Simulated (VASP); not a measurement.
# CdS in VASP: notebook

The runs below take CdS through single point, with r2SCAN.

All numbers are computed with VASP 6.6.1; they aren't measurements. Logs are shortened: lines on timing, memory, paths and dates and some standing lists are left out, and cuts for length are marked.

## Step 1: The cell of the first run

Symmetry: R3m, No. 160, trigonal system. Conventional cell: a = 4.157 Å, b = 4.157 Å, c = 10.589 Å, α = 90.00°, β = 90.00°, γ = 120.00°. Cd (site symmetry 3m) has 4 S at 2.58 to 2.60 Å within 3.4 Å. S (site symmetry 3m) has 4 Cd at 2.58 to 2.60 Å within 3.4 Å.

## Step 2: Single point, r2SCAN (strain along [111] +4.0%)

Contents of POSCAR:

```
CdS
1.0
    0.0783790624      3.0175939041      3.0175939041
    3.0175939041      0.0783790624      3.0175939041
    3.0175939041      3.0175939041      0.0783790624
Cd S
1 1
Direct
    0.0024257592      0.0024257592      0.0024257592
    0.2475742408      0.2475742408      0.2475742408
```

Contents of INCAR.step1:

```
SYSTEM = CdS
ALGO = Normal
EDIFF = 1E-4
ENCUT = 520
GGA = PE
ISMEAR = 0
LASPH = .True.
LCHARG = .False.
LREAL = .False.
LWAVE = .True.
NBANDS = 16
NELM = 60
PREC = Accurate
SIGMA = 0.01
```

Contents of INCAR.step2:

```
SYSTEM = CdS
ALGO = Normal
EDIFF = 1E-7
ENCUT = 520
ISIF = 2
ISMEAR = 0
ISTART = 1
LASPH = .True.
LCHARG = .True.
LELF = .True.
LMIXTAU = .True.
LREAL = .False.
LVHAR = .True.
LWAVE = .False.
METAGGA = R2SCAN
NBANDS = 16
NELM = 60
PREC = Accurate
SIGMA = 0.01
```

Contents of KPOINTS:

```
k-points
0
Gamma
  8 8 8
  0 0 0
```

Potentials or basis: VASP PAW PBE potentials, release 64 (Cd, S).

The run is started by

```bash
> cat potpaw_PBE.64/Cd/POTCAR potpaw_PBE.64/S/POTCAR > POTCAR
> cp INCAR.step1 INCAR
> mpirun -np 1 vasp_std > vasp.out
> cp INCAR.step2 INCAR
> mpirun -np 1 vasp_std > vasp.out
```

OUTCAR:

```text
SYSTEM = CdS
   EDIFF = 1E-7
   ENCUT = 520
   ISIF = 2
   ISMEAR = 0
   ISTART = 1
   LASPH = .True.
   LREAL = .False.
   METAGGA = R2SCAN
   NELM = 60
   PREC = Accurate

 ion  position               nearest neighbor table
   1  0.002  0.002  0.002-   2 2.58   2 2.58   2 2.58   2 2.60
   2  0.248  0.248  0.248-   1 2.58   1 2.58   1 2.58   1 2.60

  LATTYP: Found a trigonal (rhomboedric) cell.
 ALAT       =     4.2682419352
 COS(alpha) =     0.5257966616

  Lattice vectors:

 A1 = (   0.0783790624,   3.0175939041,   3.0175939041)
 A2 = (   3.0175939041,   0.0783790624,   3.0175939041)
 A3 = (   3.0175939041,   3.0175939041,   0.0783790624)

Analysis of symmetry for initial positions (statically):
=====================================================================
 Subroutine PRICEL returns:
 Original cell was already a primitive cell.

 Routine SETGRP: Setting up the symmetry group for a
 trigonal (rhombohedral) supercell.

 Subroutine GETGRP returns: Found  6 space group operations
 (whereof  6 operations were pure point group operations)
 out of a pool of 12 trial point group operations.

The static configuration has the point symmetry C_3v.

Analysis of symmetry for dynamics (positions and initial velocities):
=====================================================================
 Subroutine PRICEL returns:
 Original cell was already a primitive cell.

 Routine SETGRP: Setting up the symmetry group for a
 trigonal (rhombohedral) supercell.

 Subroutine GETGRP returns: Found  6 space group operations
 (whereof  6 operations were pure point group operations)
 out of a pool of 12 trial point group operations.

The dynamic configuration has the point symmetry C_3v.

 Subroutine INISYM returns: Found  6 space group operations
 (whereof  6 operations are pure point group operations),
 and found     1 'primitive' translations

----------------------------------------------------------------------------------------

                                     Primitive cell

  volume of cell :      52.8150

  direct lattice vectors                    reciprocal lattice vectors
     0.078379062  3.017593904  3.017593904    -0.172294400  0.167932516  0.167932516
     3.017593904  0.078379062  3.017593904     0.167932516 -0.172294400  0.167932516
     3.017593904  3.017593904  0.078379062     0.167932516  0.167932516 -0.172294400

  length of vectors
     4.268241935  4.268241935  4.268241935     0.293407600  0.293407600  0.293407600

[... 74 lines left out ...]
   ISPIN  =      1    spin polarized calculation?
   LNONCOLLINEAR =      F non collinear calculations
   LSORBIT =      F    spin-orbit coupling
   LASPH  =      T    aspherical Exc in radial PAW
   ENCUT  =  520.0 eV  38.22 Ry    6.18 a.u.   7.94  7.94  7.94*2*pi/ulx,y,z
   NELM   =     60;   NELMIN=  2; NELMDL=  0     # of ELM steps
   EDIFF  = 0.1E-06   stopping-criterion for ELM
   LREAL  =      F    real-space projection
   EDIFFG = 0.1E-05   stopping-criterion for IOM
   NSW    =      0    number of steps for IOM
   IBRION =     -1    ionic relax: 0-MD 1-quasi-New 2-CG
   NFREE  =      0    steps in history (QN), initial steepest desc. (CG)
   ISIF   =      2    stress and relaxation
   ISYM   =      2    0-nonsym 1-usesym 2-fastsym
   POTIM  = 0.5000    time-step for ionic-motion
   TEBEG  =    0.0;   TEEND  =   0.0 temperature during run
   PSTRESS=    0.0 pullay stress
   NELECT =      18.0000    total number of electrons
   NUPDOWN=      -1.0000    fix difference up-down
   EMIN   =  10.00;   EMAX   =-10.00  energy-range for DOS
   EFERMI =   0.00;   METHOD = LEGACY
   ISMEAR =     0;   SIGMA  =   0.01  broadening in eV -4-tet -1-fermi 0-gaus
   EFERMI_NEDOS =   21; number of points for ismear=-14 and -15
   IALGO  =     38    algorithm
   IMIX   =      4    mixing-type and parameters
     AMIX     =   0.40;   BMIX     =  1.00
     AMIX_MAG =   1.60;   BMIX_MAG =  1.00
  volume/ion in A,a.u.               =      26.41       178.21
  Fermi-wavevector in a.u.,A,eV,Ry     =   1.143527  2.160953 17.791724  1.307655
  Thomas-Fermi vector in A             =   2.280222
   LORBIT       =      0    0 simple, 1 ext, 2 COOP (PROOUT), +10 PAW based schemes
   METAGGA = R2SCAN    functional components
   LHFCALC =     F    Hartree Fock is set to
   AEXX    =    0.0000 exact exchange contribution
   IVDW    =     0    specifies the selected vdW correction
   LEPSILON=     F    determine dielectric tensor
   LRPA    =     F    only Hartree local field effects (RPA)
 non-spin polarized calculation
 Gauss-broadening in eV      SIGMA  =   0.01
  energy-cutoff  :      520.00
  volume of cell :       52.82
 maximum number of plane-waves:      1438
   NGX = 15   NGY = 15   NGZ = 15

 number of electron      17.9999999 magnetization

 Free energy of the ion-electron system (eV)
  ---------------------------------------------------
  ext. energy  EPLUGINS =         0.00000000
  ---------------------------------------------------
  free energy    TOTEN  =       -29.66596773 eV

  energy without entropy =      -29.66596773  energy(sigma->0) =      -29.66596773

 E-fermi :   0.7179     XC(G=0):  -9.4289

 val. band max:        0.5855466267   @ k =   0.0000   0.0000   0.0000
 cond. band min:       1.9599953910   @ k =   0.0000   0.0000   0.0000
 fundamental gap:      1.3744487643
 Fermi energy:         0.7179163399

 k-point     1 :       0.0000    0.0000    0.0000
  band No.  band energies     occupation
      1     -11.9619      2.00000
      2      -7.2380      2.00000
      3      -7.2264      2.00000
      4      -7.2264      2.00000
      5      -6.8062      2.00000
      6      -6.8062      2.00000
[... 433 lines left out ...]
      3      -7.1276      2.00000
      4      -6.8786      2.00000
      5      -6.8107      2.00000
      6      -6.7656      2.00000
[... 8 lines left out ...]
     15      12.3067      0.00000
     16      13.1095      0.00000

 [... further k-points ...]
[... 5 lines left out ...]
  --------------------------------------------------------------------------------------
  -------------------------------------------------------------------------------------
  Total       -0.6514599     -0.6514599     -0.6514599     -0.2446839     -0.2446839     -0.2446839
  in kB      -19.7624571    -19.7624571    -19.7624571     -7.4226439     -7.4226439     -7.4226439
  external PRESSURE =     -19.7624571 kB  Pullay stress =       0.0000000 kB

 VOLUME and BASIS-vectors are now :
 -----------------------------------------------------------------------------
  energy-cutoff  :      520.00
  volume of cell :       52.82
      direct lattice vectors                 reciprocal lattice vectors
     0.078379062  3.017593904  3.017593904    -0.172294400  0.167932516  0.167932516
     3.017593904  0.078379062  3.017593904     0.167932516 -0.172294400  0.167932516
     3.017593904  3.017593904  0.078379062     0.167932516  0.167932516 -0.172294400

 POSITION                                       TOTAL-FORCE (eV/Angst)
 -----------------------------------------------------------------------------------
      0.01483      0.01483      0.01483         0.003852      0.003852      0.003852
      1.51356      1.51356      1.51356        -0.003852     -0.003852     -0.003852
 -----------------------------------------------------------------------------------
    total drift:                               -0.000180     -0.000180     -0.000180

  FREE ENERGIE OF THE ION-ELECTRON SYSTEM (eV)
  ---------------------------------------------------
  free  energy   TOTEN  =       -29.6659677346 eV

  energy  without entropy=      -29.6659677346  energy(sigma->0) =      -29.66596773
```

Run time: 75 s. Hardware: 1 thread of Intel Xeon 6975P-C (Granite Rapids), shared host; peak memory 0.21 GiB.

What came out:

- Free energy: -29.6660 eV
- Pressure: -2.0 GPa
- Largest force: 0.007 eV/Å
- Band gap on the k mesh: 1.37 eV

Forces in eV/Å, atoms in the order of the input:
```
Cd   0.004  0.004  0.004
S   -0.004 -0.004 -0.004
```

Caveat: the cell differs from its parent crystal (strain along [111] +4.0%); the PAW data sets were made with another functional, which shifts forces and pressure a little.

## Step 3: Single point, r2SCAN (shear xy strain -2.5%)

Contents of POSCAR:

```
CdS
1.0
   -0.0367401855      2.9392148416      2.9392148416
    2.9392148416     -0.0367401855      2.9392148416
    2.9024746561      2.9024746561      0.0000000000
Cd S
1 1
Direct
   -0.0027671664     -0.0027671664      0.0027671664
    0.2527671664      0.2527671664      0.2472328336
```

Contents of INCAR.step1:

```
SYSTEM = CdS
ALGO     = Normal         ! electronic algorithm
EDIFF    = 1E-4           ! SCF threshold, eV
ENCUT    = 520            ! plane-wave cutoff, eV
GGA      = PE             ! functional
ISMEAR   = 0              ! smearing method
LASPH    = .TRUE.         ! aspherical terms in the spheres
LCHARG   = .FALSE.        ! write CHGCAR
LREAL    = .FALSE.        ! projectors in reciprocal space
LWAVE    = .TRUE.         ! write WAVECAR
NBANDS   = 16             ! bands
NELM     = 100            ! most SCF steps
PREC     = Accurate       ! precision mode
SIGMA    = 0.01           ! smearing width, eV
```

Contents of INCAR.step2:

```
SYSTEM = CdS
ALGO     = Normal         ! electronic algorithm
EDIFF    = 1E-6           ! SCF threshold, eV
ENCUT    = 520            ! plane-wave cutoff, eV
ISIF     = 2              ! what is computed and relaxed
ISMEAR   = 0              ! smearing method
ISTART   = 1            
LASPH    = .TRUE.         ! aspherical terms in the spheres
LCHARG   = .FALSE.        ! write CHGCAR
LMIXTAU  = .TRUE.       
LREAL    = .FALSE.        ! projectors in reciprocal space
LWAVE    = .FALSE.        ! write WAVECAR
METAGGA  = R2SCAN         ! meta-GGA
NBANDS   = 16             ! bands
NELM     = 100            ! most SCF steps
PREC     = Accurate       ! precision mode
SIGMA    = 0.01           ! smearing width, eV
```

Contents of KPOINTS:

```
k-points
0
G
  8 8 8
  0 0 0
```

Potentials or basis: VASP PAW PBE potentials, release 64 (Cd, S).

The run is started by

```bash
> cat potpaw_PBE.64/Cd/POTCAR potpaw_PBE.64/S/POTCAR > POTCAR
> cp INCAR.step1 INCAR
> mpirun -np 1 vasp_std > vasp.out
> cp INCAR.step2 INCAR
> mpirun -np 1 vasp_std > vasp.out
```

OUTCAR:

```text
SYSTEM = CdS
   EDIFF = 1E-6
   ENCUT = 520
   ISIF = 2
   ISMEAR = 0
   ISTART = 1
   LASPH = .TRUE.
   LREAL = .FALSE.
   METAGGA = R2SCAN
   NELM = 100
   PREC = Accurate

 ion  position               nearest neighbor table
   1  0.997  0.997  0.003-   2 2.54   2 2.54   2 2.55   2 2.55
   2  0.253  0.253  0.247-   1 2.54   1 2.54   1 2.55   1 2.55

  LATTYP: Found a body centered orthorhombic cell.
 ALAT       =     4.1047190231
 B/A-ratio  =     1.0253164557
 C/A-ratio  =     1.4321149999

  Lattice vectors:

 A1 = (   0.0367401855,  -2.9392148416,  -2.9392148416)
[... 627 lines left out ...]
      5      -6.5692      2.00000
      6      -6.5294      2.00000
[... 8 lines left out ...]
     15      12.8285      0.00000
     16      14.0917      0.00000

 [... further k-points ...]
[... 5 lines left out ...]
  --------------------------------------------------------------------------------------
  -------------------------------------------------------------------------------------
  Total        0.0893179      0.0893179      0.0872761      0.2074054      0.0000000      0.0000000
  in kB        2.8183361      2.8183361      2.7539118      6.5444719      0.0000000      0.0000000
  external PRESSURE =       2.7968613 kB  Pullay stress =       0.0000000 kB

 VOLUME and BASIS-vectors are now :
 -----------------------------------------------------------------------------
  energy-cutoff  :      520.00
  volume of cell :       50.78
      direct lattice vectors                 reciprocal lattice vectors
    -0.036740186  2.939214842  2.939214842    -0.168013292  0.168013292  0.170113458
     2.939214842 -0.036740186  2.939214842     0.168013292 -0.168013292  0.170113458
     2.902474656  2.902474656  0.000000000     0.172266793  0.172266793 -0.170113458

 POSITION                                       TOTAL-FORCE (eV/Angst)
 -----------------------------------------------------------------------------------
      2.90247      2.90247      5.86216        -0.000000     -0.000000     -0.002820
      1.45124      1.45124      1.48587         0.000000      0.000000      0.002820
 -----------------------------------------------------------------------------------
    total drift:                               -0.000002     -0.000002      0.000335

  FREE ENERGIE OF THE ION-ELECTRON SYSTEM (eV)
  ---------------------------------------------------
  free  energy   TOTEN  =       -29.6833940563 eV

  energy  without entropy=      -29.6833940563  energy(sigma->0) =      -29.68339406
```

OSZICAR.step1:

```text
N       E                     dE             d eps       ncg     rms          rms(c)
DAV:   1     0.108698593952E+03    0.10870E+03   -0.90110E+03  3072   0.102E+03
DAV:   2    -0.238884794427E+01   -0.11109E+03   -0.10436E+03  3728   0.254E+02
DAV:   3    -0.665889106448E+01   -0.42700E+01   -0.42626E+01  3728   0.518E+01
DAV:   4    -0.668520173754E+01   -0.26311E-01   -0.26308E-01  3928   0.397E+00
DAV:   5    -0.668556118413E+01   -0.35945E-03   -0.35944E-03  3688   0.440E-01    0.772E+00
DAV:   6    -0.615493514270E+01    0.53063E+00   -0.85147E-01  4640   0.114E+01    0.626E+00
DAV:   7    -0.613632747634E+01    0.18608E-01   -0.19195E-01  3920   0.299E+00    0.308E+00
DAV:   8    -0.613656912764E+01   -0.24165E-03   -0.17198E-02  3656   0.164E+00    0.291E-01
DAV:   9    -0.613650745475E+01    0.61673E-04   -0.19897E-03  3784   0.646E-01    0.593E-02
DAV:  10    -0.613663938489E+01   -0.13193E-03   -0.24246E-04  3776   0.153E-01    0.687E-02
DAV:  11    -0.613672487675E+01   -0.85492E-04   -0.13789E-04  3560   0.910E-02
   1 F= -.61367249E+01 E0= -.61367249E+01  d E =-.598490E-15
```

Run time: 93 s. Hardware: 1 thread of Intel Xeon 6975P-C (Granite Rapids), shared host; peak memory 0.23 GiB.

Results:

| Item | Value |
| --- | --- |
| Free energy | -29.6834 eV |
| Pressure | 0.3 GPa |
| Band gap on the k mesh | 1.48 eV |

Forces on the atoms (eV/Å):
```
Cd   0.000  0.000 -0.003
S    0.000  0.000  0.003
```

Stress tensor (GPa, compression positive):
```
0.28 0.65 0.00
0.65 0.28 0.00
0.00 0.00 0.28
```

Levels at points of the mesh, in eV from the valence-band top:
```
           k point  band 7  band 8  band 9  band 10  band 11  band 12
(0.00, 0.00, 0.00)   -0.10   -0.05    0.00     1.48     6.88     7.04
(0.50, 0.00, 0.00)   -4.40   -0.80   -0.71     3.47     7.49     7.52
(0.50, 0.50, 0.00)   -3.92   -2.00   -1.79     3.78     4.73     9.64
(0.00, 0.00, 0.50)   -4.34   -0.85   -0.77     3.31     7.35     7.36
(0.50, 0.00, 0.50)   -3.92   -1.89   -1.89     3.83     4.68     9.61
```

Caveat: the cell differs from its parent crystal (shear xy strain -2.5%); the PAW data sets were made with another functional, which shifts forces and pressure a little.
